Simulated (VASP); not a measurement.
A run of VASP 6.6.1:

Contents of INCAR:

```
PREC = Accurate
ENCUT = 520
EDIFF = 1E-6
ISMEAR = 0
SIGMA = 0.1
LREAL = False
LASPH = True
NELM = 100
ALGO = Normal
ISIF = 2
LWAVE = False
LCHARG = True
GGA = PE
LELF = True
LVHAR = True
NBANDS = 43
```

The input KPOINTS:

```
Automatic mesh
0
Gamma
  6 6 2
```

File POSCAR:

```
InBiO
1.0
    3.6359030435      0.0000000000      0.0000000000
   -1.8179515217      3.1487844014      0.0000000000
    0.0000000000      0.0000000000     11.8368324235
In Bi O
2 2 2
Direct
    0.6666666667      0.3333333333      0.2500000000
    0.3333333333      0.6666666667      0.7500000000
    0.0000000000      0.0000000000      0.0000000000
    0.0000000000      0.0000000000      0.5000000000
    0.6666666667      0.3333333333      0.7500000000
    0.3333333333      0.6666666667      0.2500000000
```

Potentials or basis: VASP PAW PBE potentials, release 64 (In_d, Bi_d, O).

Launch:

```sh
$ cat potpaw_PBE.64/In_d/POTCAR potpaw_PBE.64/Bi_d/POTCAR potpaw_PBE.64/O/POTCAR > POTCAR
$ mpirun -np 1 vasp_std > vasp.out
```

Hardware: 1 thread of Oxide Virtual Turin-like Processor, on a shared host.

Task: How long does it take, and how much memory?

Result: Wall time 2.7 min on 1 thread of Oxide Virtual Turin-like Processor, on a shared host, peak memory 0.25 GiB. Counts: scf iterations 14, k points 14.
